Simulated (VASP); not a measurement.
# Zr7Ge (F-43m) in VASP: further runs, part 2 of 2

VASP 6.6.1. Earlier steps stand in the parts before.

## (3) Single point, PBE

This run uses another cell than the first one, of 26.77 Å³/atom.

File INCAR:

```
ALGO = Normal
EDIFF = 1E-6
ENCUT = 500
GGA = PE
GGA_COMPAT = F
ISIF = 2
ISMEAR = 0
LASPH = T
LCHARG = F
LREAL = F
LWAVE = F
NBANDS = 59
NELM = 120
PREC = Accurate
SIGMA = 0.2
```

File KPOINTS:

```
k-points
0
Gamma
  4 4 4
```

File POSCAR:

```
Zr7Ge
1.0
    0.0000000000      4.7487144469      4.7487144469
    4.7487144469      0.0000000000      4.7487144469
    4.7487144469      4.7487144469      0.0000000000
Zr Ge
7 1
Direct
    0.7265316967      0.2734683033      0.2734683033
    0.2734683033      0.7265316967      0.7265316967
    0.2734683033      0.7265316967      0.2734683033
    0.7265316967      0.2734683033      0.7265316967
    0.2734683033      0.2734683033      0.7265316967
    0.7265316967      0.7265316967      0.2734683033
    0.7500000000      0.7500000000      0.7500000000
    0.0000000000      0.0000000000      0.0000000000
```

Potentials or basis: VASP PAW PBE potentials, release 64 (Zr_sv, Ge_d).

Launch:

```bash
cat potpaw_PBE.64/Zr_sv/POTCAR potpaw_PBE.64/Ge_d/POTCAR > POTCAR
mpirun -np 1 vasp_std > vasp.out
```

Wall time 2.4 min (1 thread of Intel Xeon Platinum 8559C (Emerald Rapids), shared host); peak memory 0.36 GiB.

It converged, with:

```yaml
Free_energy: -60.8368 eV
Pressure: 0.8 GPa
Largest_force: 0.035 eV/Å
Band_gap_on_the_k_mesh: zero (bands 49 and 50 overlap by 1.14 eV)
```

Forces on the atoms (eV/Å):
```
Zr   0.035  0.000  0.000
Zr  -0.035  0.000  0.000
Zr   0.000  0.035  0.000
Zr   0.000 -0.035  0.000
Zr   0.000  0.000  0.035
Zr   0.000  0.000 -0.035
Zr   0.000  0.000  0.000
Ge   0.000  0.000  0.000
```

Levels at points of the mesh, in eV from the Fermi level:
| k point | band 45 | band 46 | band 47 | band 48 | band 49 | band 50 | band 51 | band 52 |
| --- | --- | --- | --- | --- | --- | --- | --- | --- |
| (0.00, 0.00, 0.00) | -1.08 | -0.03 | -0.03 | -0.03 | 0.91 | 0.91 | 0.91 | 1.11 |
| (0.50, 0.00, 0.00) | -0.77 | -0.47 | -0.26 | -0.26 | -0.22 | -0.22 | 0.16 | 0.69 |
| (0.50, 0.50, 0.00) | -0.70 | -0.59 | -0.20 | -0.20 | 0.02 | 0.02 | 0.09 | 0.15 |

## (4) Single point, PBE

This run uses another cell than the first one, of 37.74 Å³/atom.

File INCAR:

```
SYSTEM = Zr7Ge
  ALGO = Normal
  EDIFF = 1E-6
  ENCUT = 500
  GGA = PE
  GGA_COMPAT = .FALSE.
  ISIF = 2
  ISMEAR = 0
  LASPH = .TRUE.
  LCHARG = .FALSE.
  LREAL = .FALSE.
  LWAVE = .FALSE.
  NBANDS = 59
  NELM = 120
  PREC = Accurate
  SIGMA = 0.2
```

File KPOINTS:

```
k-points
0
G
  3 3 3
  0 0 0
```

File POSCAR:

```
Zr7Ge
1.0
    0.0000000000      5.3247732417      5.3247732417
    5.3247732417      0.0000000000      5.3247732417
    5.3247732417      5.3247732417      0.0000000000
Zr Ge
7 1
Direct
    0.6284317085      0.6284317085      0.6284317085
    0.6284317085      0.6284317085      0.1147048744
    0.6284317085      0.1147048744      0.6284317085
    0.1147048744      0.6284317085      0.6284317085
    0.2500000000      0.2500000000      0.2500000000
    0.0000000000      0.0000000000      0.0000000000
    0.7500000000      0.7500000000      0.7500000000
    0.5000000000      0.5000000000      0.5000000000
```

Potentials or basis: VASP PAW PBE potentials, release 64 (Zr_sv, Ge_d).

Launch:

```bash
cat potpaw_PBE.64/Zr_sv/POTCAR potpaw_PBE.64/Ge_d/POTCAR > POTCAR
mpirun -np 1 vasp_std > vasp.out
```

OUTCAR:

```text
SYSTEM = Zr7Ge
   EDIFF = 1E-6
   ENCUT = 500
   GGA = PE
   ISIF = 2
   ISMEAR = 0
   LASPH = .TRUE.
   LREAL = .FALSE.
   NELM = 120
   PREC = Accurate

 ion  position               nearest neighbor table
   1  0.628  0.628  0.628-   7 2.24   8 2.37   4 3.66   2 3.66   3 3.66   2 3.87   3 3.87   4 3.87

   2  0.628  0.628  0.115-   7 2.24   8 2.37   4 3.66   1 3.66   3 3.66   1 3.87   3 3.87   4 3.87

[... 444 lines left out ...]
  Total        1.1306372      1.1306372      1.1306372      0.0000000      0.0000000     -0.0000000
  in kB        5.9992992      5.9992992      5.9992992      0.0000000      0.0000000     -0.0000000
  external PRESSURE =       5.9992992 kB  Pullay stress =       0.0000000 kB

 VOLUME and BASIS-vectors are now :
 -----------------------------------------------------------------------------
  energy-cutoff  :      500.00
  volume of cell :      301.95
      direct lattice vectors                 reciprocal lattice vectors
     0.000000000  5.324773242  5.324773242    -0.093900712  0.093900712  0.093900712
     5.324773242  0.000000000  5.324773242     0.093900712 -0.093900712  0.093900712
     5.324773242  5.324773242  0.000000000     0.093900712  0.093900712 -0.093900712

 POSITION                                       TOTAL-FORCE (eV/Angst)
 -----------------------------------------------------------------------------------
      6.69251      6.69251      6.69251        -0.096967     -0.096967     -0.096967
      3.95703      3.95703      6.69251         0.096967      0.096967     -0.096967
      3.95703      6.69251      3.95703         0.096967     -0.096967      0.096967
      6.69251      3.95703      3.95703        -0.096967      0.096967      0.096967
      2.66239      2.66239      2.66239         0.000000      0.000000     -0.000000
      0.00000      0.00000      0.00000         0.000000      0.000000     -0.000000
      7.98716      7.98716      7.98716         0.000000      0.000000      0.000000
      5.32477      5.32477      5.32477         0.000000      0.000000     -0.000000
 -----------------------------------------------------------------------------------
    total drift:                                0.000005      0.000005      0.000005

  FREE ENERGIE OF THE ION-ELECTRON SYSTEM (eV)
  ---------------------------------------------------
  free  energy   TOTEN  =       -44.7796379390 eV

  energy  without entropy=      -44.4728537548  energy(sigma->0) =      -44.62624585
```

It took 1.7 min on 1 thread of Intel Xeon Platinum 8559C (Emerald Rapids), shared host; peak memory 0.43 GiB.

Results:

```
Free energy            : -44.7796 eV
Pressure               : 0.6 GPa
Largest force          : 0.168 eV/Å
Band gap on the k mesh : zero (bands 49 and 50 overlap by 0.09 eV)
```

Forces in eV/Å, atoms in the order of the input:
```
Zr  -0.097 -0.097 -0.097
Zr   0.097  0.097 -0.097
Zr   0.097 -0.097  0.097
Zr  -0.097  0.097  0.097
Zr   0.000  0.000  0.000
Zr   0.000  0.000  0.000
Zr   0.000  0.000  0.000
Ge   0.000  0.000  0.000
```

## (5) Overview

```tsv
cell	k mesh	gap on the mesh (eV)	pressure (GPa)	largest force (eV/Å)
a = 6.651 Å, angles 60.0°, 8 atoms, atomic positions A	4 × 4 × 4	none	0.3	0.03
a = 6.716 Å, angles 60.0°, 8 atoms, atomic positions B	4 × 4 × 4	none	0.8	0.03
a = 7.530 Å, angles 60.0°, 8 atoms, atomic positions C	3 × 3 × 3	none	0.6	0.17
```

Alike in all rows: task single point; level PBE; potentials or basis VASP PAW PBE potentials, release 64 (Zr_sv, Ge_d); no spin polarisation; cutoff (eV) 500; smearing gaussian 0.2 eV.

Total energies depend on the potentials used, so only differences within one code and one set of settings carry meaning.
